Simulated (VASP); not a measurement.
Input of a VASP 6.6.1 run:

The input INCAR:

```
PREC = Accurate
ENCUT = 600
EDIFF = 1E-6
ISMEAR = 0
SIGMA = 0.02
LREAL = F
LASPH = T
NELM = 120
ALGO = Normal
ISIF = 2
LWAVE = F
LCHARG = F
GGA = PS
NBANDS = 15
GGA_COMPAT = F
```

KPOINTS

```
Automatic mesh
0
Gamma
  12 12 12
```

POSCAR

```
BaO
1.0
    0.0000000000      2.7500000000      2.7500000000
    2.7500000000      0.0000000000      2.7500000000
    2.7500000000      2.7500000000      0.0000000000
Ba O
1 1
Direct
    0.0000000000      0.0000000000      0.0000000000
    0.5000000000      0.5000000000      0.5000000000
```

Potentials or basis: VASP PAW PBE potentials, release 64 (Ba_sv, O).

Run with:

```bash
$ cat potpaw_PBE.64/Ba_sv/POTCAR potpaw_PBE.64/O/POTCAR > POTCAR
$ mpirun -np 1 vasp_std > vasp.out
```

Q: What does it give for the pressure?

A: 1.4 GPa.

Q: Predict the band gap on the k mesh.

A: 1.79 eV, direct.

Caveat: the PAW data sets were made with another functional, which shifts forces and pressure a little; spin-orbit coupling is left out, which moves the levels of the heavy elements. A k mesh can miss the band edges.
